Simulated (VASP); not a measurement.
Here is a VASP 6.6.1 calculation.

File INCAR:

```
PREC = Accurate
ENCUT = 520
EDIFF = 1E-6
ISMEAR = 0
SIGMA = 0.05
LREAL = False
LASPH = True
NELM = 60
ALGO = Normal
ISIF = 2
LWAVE = False
LCHARG = False
GGA = PS
NBANDS = 16
```

File KPOINTS:

```
regular mesh
0
Gamma
  9 9 6
```

File POSCAR:

```
MgO
1.0
    3.6131554028      0.0000000000      0.0000000000
   -1.8065777015      3.1290843667      0.0000000000
    0.0000000000      0.0000000000      4.0814203431
Mg O
2 2
Direct
    0.6666666667      0.3333333333      0.7500000000
    0.3333333333      0.6666666667      0.2500000000
    0.6666666667      0.3333333333      0.2500000000
    0.3333333333      0.6666666667      0.7500000000
```

Potentials or basis: VASP PAW PBE potentials, release 64 (Mg, O).

Launch:

```bash
$ cat potpaw_PBE.64/Mg/POTCAR potpaw_PBE.64/O/POTCAR > POTCAR
$ mpirun -np 1 vasp_std > vasp.out
```

(1) What does it give for the pressure?

(2) What does it give for the band gap on the k mesh?

Results:

(1) -3.9 GPa.

(2) 3.17 eV, direct.

Caveat: the PAW data sets were made with another functional, which shifts forces and pressure a little.
